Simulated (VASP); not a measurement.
Crystal: MgF2.

```
Mg F
1.0
     4.61520    0.00000    0.00000
     0.00000    4.61520    0.00000
     0.00000    0.00000    3.04778
Mg F
2 4
Direct
  0.50000 0.50000 0.50000
  0.00000 0.00000 0.00000
  0.69708 0.69708 0.00000
  0.80292 0.19708 0.50000
  0.30292 0.30292 0.00000
  0.19708 0.80292 0.50000
```

Base run:

| Property | Result |
| --- | --- |
| Program | VASP 6.6.1 |
| Functional | r2SCAN |
| Potentials or basis | VASP PAW PBE potentials, release 64 (Mg, F) |
| Cutoff | 660 eV |
| k mesh | 7 × 7 × 11 |
| Occupations | fermi-dirac, width 0.01 eV |
| Spin | no spin polarisation |

Its results: band gap on the k mesh 8.05 eV; pressure -1.2 GPa; largest force 0.009 eV/Å.

Task: The run is repeated on the same cell with these changes: functional from r2SCAN to PBE; cutoff from 660 eV to 600 eV. What comes out?

Result: Band gap on the k mesh 7.13 eV; pressure 4.1 GPa; largest force 0.022 eV/Å.

Caveats: the PAW data sets were made with another functional, which shifts forces and pressure a little (at least some runs); the cell stands under pressure (at least some runs).

A k mesh can miss the band edges.
